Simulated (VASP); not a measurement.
Hf: single point with PBE

Hf:

```
Hf
1.0
     3.13200    0.00000    0.00000
    -1.56600    2.71239    0.00000
     0.00000    0.00000    4.95543
Hf
2
Direct
  0.33333 0.66667 0.25000
  0.66667 0.33333 0.75000
```

This cell differs from its parent crystal: volume scaled by 0.9405.

```
Program                : VASP 6.6.1
Task                   : single point
Functional             : PBE
Potentials or basis    : VASP PAW PBE potentials, release 64 (Hf_pv)
Cutoff                 : 520 eV
k mesh                 : 13 × 13 × 7
Occupations            : fermi-dirac, width 0.05 eV
Spin                   : no spin polarisation
Dipole correction      : no
Further INCAR settings : ALGO = Normal; EDIFF = 1e-06; NBANDS = 17
```

```yaml
Pressure: 7.8 GPa
Band_gap_on_the_k_mesh: zero (band 10 reaches 6.54 eV, above the bottom of band 11 at 4.98 eV)
```

Stress tensor (GPa, compression positive):
```
7.74 0.00 0.00
0.00 7.74 0.00
0.00 0.00 8.01
```

Levels at points of the mesh, in eV from the Fermi level:
| k point | band 6 | band 7 | band 8 | band 9 | band 10 | band 11 | band 12 | band 13 | band 14 | band 15 |
| --- | --- | --- | --- | --- | --- | --- | --- | --- | --- | --- |
| (0.00, 0.00, 0.00) | -29.99 | -7.59 | -3.91 | 0.87 | 1.18 | 1.18 | 1.49 | 2.08 | 2.08 | 2.76 |

It took 16 s on 1 thread of Intel(R) Xeon(R) 6975P-C (Granite Rapids) (shared host), peak memory 0.19 GiB.

Caveat: spin-orbit coupling is left out, which moves the levels of the heavy elements.
